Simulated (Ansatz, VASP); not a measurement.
**CO2 in VASP and in Ansatz**

Contents of POSCAR:

```
CO2
1.0
    4.1925576030      0.0000000000      0.0000000000
    0.0000000000      4.1925576030      0.0000000000
    0.0000000000      0.0000000000      4.6051156164
C O
2 4
Direct
    0.5000000000      0.5000000000      0.5000000000
    0.0000000000      0.0000000000      0.0000000000
    0.3042678660      0.6957321340      0.5000000000
    0.6957321340      0.3042678660      0.5000000000
    0.1957321340      0.1957321340      0.0000000000
    0.8042678660      0.8042678660      0.0000000000
```

File INCAR.step1:

```
ALGO = Normal
EDIFF = 1E-5
ENCUT = 910
GGA = PE
GGA_COMPAT = F
ISIF = 2
ISMEAR = 0
LASPH = T
LCHARG = F
LREAL = F
LWAVE = T
NBANDS = 25
NELM = 120
PREC = Accurate
SIGMA = 0.01
```

The input INCAR.step2:

```
ALGO = Normal
EDIFF = 1E-6
ENCUT = 910
GGA = PE
GGA_COMPAT = F
HFSCREEN = 0.2079
ISIF = 2
ISMEAR = 0
ISTART = 1
LASPH = T
LCHARG = F
LHFCALC = T
LREAL = F
LWAVE = F
NBANDS = 25
NELM = 120
PREC = Accurate
PRECFOCK = Normal
SIGMA = 0.01
```

KPOINTS

```
k-points
0
Gamma
  4 4 4
```

Input for Ansatz:

```yaml
crystal:
  lattice:
    - [4.192557603, 0.0, 0.0]
    - [0.0, 4.192557603, 0.0]
    - [0.0, 0.0, 4.6051156164]
  atoms:
    - { symbol: C, position: [0.5, 0.5, 0.5] }
    - { symbol: C, position: [0.0, 0.0, 0.0] }
    - { symbol: O, position: [0.304267866, 0.695732134, 0.5] }
    - { symbol: O, position: [0.695732134, 0.304267866, 0.5] }
    - { symbol: O, position: [0.195732134, 0.195732134, 0.0] }
    - { symbol: O, position: [0.804267866, 0.804267866, 0.0] }
kpoints:
  mp_grid: { grid: [4, 4, 4] }
hamiltonian:
  xc: hse06
scf:
  occupations: { method: fixed }
  n_extra_bands: 5
output:
  forces: true
  stress: true
  eigenvalues: true
```

Alike in both runs: task single point; functional HSE06; k mesh 4 × 4 × 4; no spin polarisation.

```csv
,VASP,Ansatz
version,VASP 6.6.1,Ansatz 0.2.0
potentials or method,"VASP PAW PBE potentials, release 64 (C_h, O_h)","plane waves, PAW"
plane-wave cutoff (eV),910,420
occupations,"gaussian, width 0.01 eV",fixed
valence electrons in the cell,32,32
```

VASP gave:

```
gap on the k mesh at the Fermi level (eV) : 8.42
rms of the force components (eV/Å)        : 0.321
```

Question: What did Ansatz give for the same quantities?

Answer: gap on the k mesh at the Fermi level (eV): 8.42; rms of the force components (eV/Å): 0.353.

Atom by atom the forces differ by 0.032 eV/Å (rms over components). Ansatz's warnings: stress exchange threshold loose, stress scf threshold loose.

Noted on VASP's run: the cutoff is under 1.25 times that of the potentials, so the pressure is a little rough.
